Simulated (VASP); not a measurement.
# CoH3 (I4mm) in VASP: single point with PBE

Aim: the single point of CoH3 with PBE.

Everything below comes from runs of VASP 6.6.1. Logs are shortened: lines on timing, memory, paths and dates and some standing lists are left out, and cuts for length are marked.

### Step 1. The cell of the first run

Symmetry: I4mm, No. 107, tetragonal system. Conventional cell: a = 2.981 Å, b = 2.981 Å, c = 4.461 Å, α = 90.00°, β = 90.00°, γ = 90.00°. Within 2.0 Å of Co (site symmetry 4mm) lie 5 H at 1.51 to 1.64 Å. Within 2.2 Å of H (site symmetry 2mm) lie 4 Co at 1.64 to 2.15 Å and 8 H at 1.71 to 2.11 Å. Within 2.0 Å of H (site symmetry 4mm) lie 1 Co at 1.51 Å and 4 H at 1.71 Å.

### Step 2. Single point, PBE, collinear spin, ferromagnetic start

Input file INCAR:

```
SYSTEM = CoH3
PREC     = Accurate       ! precision mode
ENCUT    = 520            ! plane-wave cutoff, eV
EDIFF    = 1E-6           ! SCF threshold, eV
ISMEAR   = 0              ! smearing method
SIGMA    = 0.15           ! smearing width, eV
LREAL    = .FALSE.        ! projectors in reciprocal space
LASPH    = .TRUE.         ! aspherical terms in the spheres
NELM     = 150            ! most SCF steps
ALGO     = Normal         ! electronic algorithm
ISIF     = 2              ! what is computed and relaxed
LWAVE    = .FALSE.        ! write WAVECAR
LCHARG   = .TRUE.         ! write CHGCAR
ISPIN    = 2              ! spin polarisation
MAGMOM   = 3 0 0 0        ! initial moments
LORBIT   = 11             ! projections on sites
LMAXMIX  = 4              ! l up to which the mixer works
GGA      = PE             ! functional
LELF     = .TRUE.         ! ELF
LVHAR    = .TRUE.       
NBANDS   = 18             ! bands
```

Input file KPOINTS:

```
regular mesh
0
G
  5 5 5
  0 0 0
```

Input file POSCAR:

```
CoH3
1.0
   -1.4904359380      1.4904359380      2.2304777290
    1.4904359380     -1.4904359380      2.2304777290
    1.4904359380      1.4904359380     -2.2304777290
Co H
1 3
Direct
    0.9843054550      0.9843054550      0.0000000000
    0.3322145746      0.8322145746      0.5000000000
    0.8322145746      0.3322145746      0.5000000000
    0.6462345859      0.6462345859      0.0000000000
```

Potentials or basis: VASP PAW PBE potentials, release 64 (Co, H).

Command:

```sh
$ cat potpaw_PBE.64/Co/POTCAR potpaw_PBE.64/H/POTCAR > POTCAR
$ mpirun -np 1 vasp_std > vasp.out
```

OUTCAR:

```text
SYSTEM = CoH3
   PREC = Accurate
   ENCUT = 520
   EDIFF = 1E-6
   ISMEAR = 0
   LREAL = .FALSE.
   LASPH = .TRUE.
   NELM = 150
   ISIF = 2
   ISPIN = 2
   LORBIT = 11
   GGA = PE

 ion  position               nearest neighbor table
   1  0.984  0.984  0.000-   4 1.51   3 1.64   2 1.64   3 1.64   2 1.64
   2  0.332  0.832  0.500-   1 1.64   1 1.64
   3  0.832  0.332  0.500-   1 1.64   1 1.64
   4  0.646  0.646  0.000-   1 1.51

  LATTYP: Found a body centered tetragonal cell.
 ALAT       =     2.9808718760
 C/A-ratio  =     1.4965270711

  Lattice vectors:

 A1 = (  -1.4904359380,   1.4904359380,   2.2304777290)
 A2 = (   1.4904359380,  -1.4904359380,   2.2304777290)
 A3 = (   1.4904359380,   1.4904359380,  -2.2304777290)

Analysis of symmetry for initial positions (statically):
=====================================================================
 Subroutine PRICEL returns:
 Original cell was already a primitive cell.

 Routine SETGRP: Setting up the symmetry group for a
 body centered tetragonal supercell.

 Subroutine GETGRP returns: Found  8 space group operations
 (whereof  8 operations were pure point group operations)
 out of a pool of 16 trial point group operations.

The static configuration has the point symmetry C_4v.

Analysis of symmetry for dynamics (positions and initial velocities):
=====================================================================
 Subroutine PRICEL returns:
 Original cell was already a primitive cell.

 Routine SETGRP: Setting up the symmetry group for a
 body centered tetragonal supercell.

 Subroutine GETGRP returns: Found  8 space group operations
 (whereof  8 operations were pure point group operations)
 out of a pool of 16 trial point group operations.

The dynamic configuration has the point symmetry C_4v.

Analysis of structural, dynamic, and magnetic symmetry:
=====================================================================
 Subroutine PRICEL returns:
 Original cell was already a primitive cell.

 Routine SETGRP: Setting up the symmetry group for a
 body centered tetragonal supercell.

 Subroutine GETGRP returns: Found  8 space group operations
 (whereof  8 operations were pure point group operations)
 out of a pool of 16 trial point group operations.

The overall configuration has the point symmetry C_4v.

 Subroutine INISYM returns: Found  8 space group operations
 (whereof  8 operations are pure point group operations),
 and found     1 'primitive' translations

----------------------------------------------------------------------------------------

                                     Primitive cell

  volume of cell :      19.8191

  direct lattice vectors                    reciprocal lattice vectors
    -1.490435938  1.490435938  2.230477729     0.000000000  0.335472319  0.224167224
     1.490435938 -1.490435938  2.230477729     0.335472319  0.000000000  0.224167224
     1.490435938  1.490435938 -2.230477729     0.335472319  0.335472319  0.000000000

  length of vectors
     3.068848232  3.068848232  3.068848232     0.403475676  0.403475676  0.474429503

  position of ions in fractional coordinates (direct lattice)
     0.984305455  0.984305455  0.000000000
     0.332214575  0.832214575  0.500000000
     0.832214575  0.332214575  0.500000000
     0.646234586  0.646234586  0.000000000

  ion indices of the primitive-cell ions
   primitive index   ion index
                 1           1
                 2           2
                 3           3
                 4           4

----------------------------------------------------------------------------------------

 KPOINTS: regular mesh

Automatic generation of k-mesh.
 Grid dimensions read from file:
 generate k-points for:    5    5    5

 Generating k-lattice:

  Cartesian coordinates                     Fractional coordinates (reciprocal lattice)
     0.000000000  0.067094464  0.044833445     0.200000000  0.000000000  0.000000000
     0.067094464  0.000000000  0.044833445     0.000000000  0.200000000  0.000000000
     0.067094464  0.067094464  0.000000000     0.000000000  0.000000000  0.200000000

  Length of vectors
     0.080695135  0.080695135  0.094885901

  Shift w.r.t. Gamma in fractional coordinates (k-lattice)
     0.000000000  0.000000000  0.000000000

 Subroutine IBZKPT returns following result:
 ===========================================

 Found     18 irreducible k-points:

 Following reciprocal coordinates:
            Coordinates               Weight
  0.000000  0.000000  0.000000      1.000000
  0.200000 -0.000000  0.000000      8.000000
  0.400000  0.000000 -0.000000      8.000000
  0.200000  0.200000  0.000000      8.000000
  0.400000  0.200000  0.000000     16.000000
 -0.400000  0.200000 -0.000000     16.000000
[... 10 lines left out ...]
 -0.400000  0.400000  0.400000      4.000000
 -0.400000 -0.400000  0.400000      2.000000
   k-points           NKPTS =     18   k-points in BZ     NKDIM =     18   number of bands    NBANDS=     18
   number of dos      NEDOS =    301   number of ions     NIONS =      4
   total plane-waves  NPLWV =  13824
   dimension x,y,z NGX =    24 NGY =   24 NGZ =   24
   dimension x,y,z NGXF=    48 NGYF=   48 NGZF=   48
   ions per type =               1   3
   NGX,Y,Z   is equivalent  to a cutoff of  13.00, 13.00, 13.00 a.u.
   NGXF,Y,Z  is equivalent  to a cutoff of  26.00, 26.00, 26.00 a.u.
 SYSTEM =  CoH3
   PREC   = accura    normal or accurate (medium, high low for compatibility)
   ISTART =      0    job   : 0-new  1-cont  2-samecut
   ICHARG =      2    charge: 1-file 2-atom 10-const
   ISPIN  =      2    spin polarized calculation?
   LNONCOLLINEAR =      F non collinear calculations
   LSORBIT =      F    spin-orbit coupling
   LASPH  =      T    aspherical Exc in radial PAW
   ENCUT  =  520.0 eV  38.22 Ry    6.18 a.u.   5.71  5.71  5.71*2*pi/ulx,y,z
   NELM   =    150;   NELMIN=  2; NELMDL= -5     # of ELM steps
   EDIFF  = 0.1E-05   stopping-criterion for ELM
   LREAL  =      F    real-space projection
   EDIFFG = 0.1E-04   stopping-criterion for IOM
   NSW    =      0    number of steps for IOM
   IBRION =     -1    ionic relax: 0-MD 1-quasi-New 2-CG
   NFREE  =      0    steps in history (QN), initial steepest desc. (CG)
   ISIF   =      2    stress and relaxation
   ISYM   =      2    0-nonsym 1-usesym 2-fastsym
   POTIM  = 0.5000    time-step for ionic-motion
   TEBEG  =    0.0;   TEEND  =   0.0 temperature during run
   PSTRESS=    0.0 pullay stress
   NELECT =      12.0000    total number of electrons
   NUPDOWN=      -1.0000    fix difference up-down
   EMIN   =  10.00;   EMAX   =-10.00  energy-range for DOS
   EFERMI =   0.00;   METHOD = LEGACY
   ISMEAR =     0;   SIGMA  =   0.15  broadening in eV -4-tet -1-fermi 0-gaus
   EFERMI_NEDOS =   21; number of points for ismear=-14 and -15
   IALGO  =     38    algorithm
   IMIX   =      4    mixing-type and parameters
     AMIX     =   0.40;   BMIX     =  1.00
     AMIX_MAG =   1.60;   BMIX_MAG =  1.00
  volume/ion in A,a.u.               =       4.95        33.44
  Fermi-wavevector in a.u.,A,eV,Ry     =   1.384970  2.617214 26.097910  1.918142
  Thomas-Fermi vector in A             =   2.509424
   LORBIT       =     11    0 simple, 1 ext, 2 COOP (PROOUT), +10 PAW based schemes
   GGA     = PE    functional components
   LHFCALC =     F    Hartree Fock is set to
   AEXX    =    0.0000 exact exchange contribution
   IVDW    =     0    specifies the selected vdW correction
   LEPSILON=     F    determine dielectric tensor
   LRPA    =     F    only Hartree local field effects (RPA)
 spin polarized calculation
 Gauss-broadening in eV      SIGMA  =   0.15
  energy-cutoff  :      520.00
  volume of cell :       19.82
 maximum number of plane-waves:       548
   NGX = 11   NGY = 11   NGZ = 11

 number of electron      12.0000000 magnetization      -0.0016290

 number of electron      12.0000000 magnetization       0.0001712

 Free energy of the ion-electron system (eV)
  ---------------------------------------------------
  ext. energy  EPLUGINS =         0.00000000
  ---------------------------------------------------
  free energy    TOTEN  =       -15.74567072 eV

  energy without entropy =      -15.73886470  energy(sigma->0) =      -15.74226771

 E-fermi :   7.1027     XC(G=0): -12.0898

 val. band max:        6.9509244814   @ k =  -0.4000   0.4000   0.2000
 cond. band min:       7.2153802289   @ k =   0.4000   0.4000  -0.0000
 fundamental gap:      0.2644557474
 Fermi energy:         7.1026880940

 spin component 1

 k-point     1 :       0.0000    0.0000    0.0000
  band No.  band energies     occupation
      1      -6.1778      1.00000
      2       3.5006      1.00000
      3       4.8956      1.00000
      4       5.0065      1.00000
      5       5.0065      1.00000
      6       6.0852      1.00000
[... 10 lines left out ...]
     17      29.9760      0.00000
     18      30.1563      0.00000

 k-point     2 :       0.2000   -0.0000    0.0000
  band No.  band energies     occupation
      1      -5.2391      1.00000
      2       2.8885      1.00000
      3       4.2711      1.00000
      4       5.1756      1.00000
      5       5.2585      1.00000
      6       5.9900      1.00000
[... 10 lines left out ...]
     17      31.1573      0.00000
     18      35.2335      0.00000
[... 316 lines left out ...]
 k-point    18 :      -0.4000   -0.4000    0.4000
  band No.  band energies     occupation
      1      -1.9596      1.00000
      2       1.3605      1.00000
      3       1.5895      1.00000
      4       6.0685      1.00000
      5       6.0685      1.00000
      6       6.3927      1.00000
[... 10 lines left out ...]
     17      38.1343      0.00000
     18      39.4296      0.00000
 Fermi energy:         7.1026880940

 spin component 2

 k-point     1 :       0.0000    0.0000    0.0000
  band No.  band energies     occupation
      1      -6.1779      1.00000
      2       3.5007      1.00000
      3       4.8957      1.00000
      4       5.0064      1.00000
      5       5.0064      1.00000
      6       6.0851      1.00000
[... 10 lines left out ...]
     17      29.9760      0.00000
     18      30.1564      0.00000

 k-point     2 :       0.2000   -0.0000    0.0000
  band No.  band energies     occupation
      1      -5.2391      1.00000
      2       2.8885      1.00000
      3       4.2712      1.00000
      4       5.1754      1.00000
      5       5.2585      1.00000
      6       5.9899      1.00000
[... 10 lines left out ...]
     17      31.1572      0.00000
     18      35.2335      0.00000
[... 316 lines left out ...]
 k-point    18 :      -0.4000   -0.4000    0.4000
  band No.  band energies     occupation
      1      -1.9597      1.00000
      2       1.3606      1.00000
      3       1.5895      1.00000
      4       6.0684      1.00000
      5       6.0684      1.00000
      6       6.3926      1.00000
[... 10 lines left out ...]
     17      38.1343      0.00000
     18      39.4296      0.00000

------------------------ aborting loop because EDIFF is reached ----------------------------------------

  FORCE on cell =-STRESS in cart. coord.  units (eV):
  Direction    XX          YY          ZZ          XY          YZ          ZX
  --------------------------------------------------------------------------------------
  -------------------------------------------------------------------------------------
  Total        0.0059318      0.0059318      0.1188357      0.0000000      0.0000000      0.0000000
  in kB        0.4795284      0.4795284      9.6066711      0.0000000      0.0000000      0.0000000
  external PRESSURE =       3.5219093 kB  Pullay stress =       0.0000000 kB

 VOLUME and BASIS-vectors are now :
 -----------------------------------------------------------------------------
  energy-cutoff  :      520.00
  volume of cell :       19.82
      direct lattice vectors                 reciprocal lattice vectors
    -1.490435938  1.490435938  2.230477729     0.000000000  0.335472319  0.224167224
     1.490435938 -1.490435938  2.230477729     0.335472319  0.000000000  0.224167224
     1.490435938  1.490435938 -2.230477729     0.335472319  0.335472319  0.000000000

 POSITION                                       TOTAL-FORCE (eV/Angst)
 -----------------------------------------------------------------------------------
      0.00000      0.00000      4.39094        -0.000000     -0.000000      0.128247
      1.49044      0.00000      1.48199         0.000000      0.000000     -0.028601
      0.00000      1.49044      1.48199         0.000000      0.000000     -0.028601
      0.00000      0.00000      2.88282         0.000000      0.000000     -0.071046
 -----------------------------------------------------------------------------------
    total drift:                               -0.000002     -0.000002     -0.000342

  FREE ENERGIE OF THE ION-ELECTRON SYSTEM (eV)
  ---------------------------------------------------
  free  energy   TOTEN  =       -15.7456707247 eV

  energy  without entropy=      -15.7388647026  energy(sigma->0) =      -15.74226771

 total charge

# of ion       s       p       d       tot
------------------------------------------
    1        0.362   0.494   7.639   8.495
    2        0.520   0.030   0.000   0.550
    3        0.520   0.030   0.000   0.550
    4        0.485   0.031   0.000   0.516
--------------------------------------------------
tot          1.887   0.585   7.639  10.111

 magnetization (x)

# of ion       s       p       d       tot
------------------------------------------
    1        0.000   0.000   0.000   0.000
    2       -0.000  -0.000   0.000  -0.000
    3       -0.000  -0.000   0.000  -0.000
    4       -0.000  -0.000   0.000  -0.000
--------------------------------------------------
tot         -0.000   0.000   0.000   0.000
```

Wall time 12 s (1 thread of Intel Xeon Platinum 8488C (Sapphire Rapids), shared host); peak memory 0.15 GiB.

What came out:

- Free energy: -15.7457 eV
- Pressure: 0.4 GPa
- Largest force: 0.128 eV/Å
- Band gap on the k mesh: 0.26 eV, indirect (least direct gap 0.27 eV)
- Net moment: 0.00 μB per cell
- Valence electrons inside the program's atomic spheres: Co 8.49; H 0.55, 0.52

Forces on the atoms (eV/Å):
```
Co   0.000  0.000  0.128
H    0.000  0.000 -0.029
H    0.000  0.000 -0.029
H    0.000  0.000 -0.071
```

Caveat: the k points lie up to 0.60 Å⁻¹ apart; the starting moments collapsed, and a magnetic state may lie lower. A k mesh can miss the band edges.
